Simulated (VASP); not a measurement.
Write the native input for VASP 6.6.1 that does the following.

- Task: single point
- Functional: LDA
- Potentials or basis: VASP PAW LDA potentials, release 64 (Cd, F)
- Cutoff: 520 eV
- k mesh: 8 × 8 × 8
- Occupations: fermi-dirac, width 0.02 eV
- Spin: no spin polarisation
- Dipole correction: no
- Further INCAR settings: ALGO = Normal; EDIFF = 1e-06; NBANDS = 20

The structure of CdF2 lies in POSCAR:

```
CdF2
1.0
    0.0000000000      2.7029502319      2.7029502319
    2.7029502319      0.0000000000      2.7029502319
    2.7029502319      2.7029502319      0.0000000000
Cd F
1 2
Direct
    0.0000000000      0.0000000000      0.0000000000
    0.2500000000      0.2500000000      0.2500000000
    0.7500000000      0.7500000000      0.7500000000
```

These files were run (other wordings do the same):

INCAR

```
PREC = Accurate
ENCUT = 520
EDIFF = 1E-6
ISMEAR = -1
SIGMA = 0.02
LREAL = F
LASPH = T
NELM = 60
ALGO = Normal
ISIF = 2
LWAVE = F
LCHARG = F
GGA = CA
NBANDS = 20
```

KPOINTS

```
Automatic mesh
0
Gamma
  8 8 8
```

Potentials or basis: VASP PAW LDA potentials, release 64 (Cd, F).

The run is started by

```sh
$ cat potpaw_LDA.64/Cd/POTCAR potpaw_LDA.64/F/POTCAR > POTCAR
$ mpirun -np 1 vasp_std > vasp.out
```

Results of the run:

The pressure is -5.7 GPa and the band gap on the k mesh is 2.76 eV (least direct gap 3.26 eV).

Caveat: the cell stands under tension.

It took 31 s on 1 thread of AMD EPYC 7R13, with other jobs on the host, peak memory 0.12 GiB.
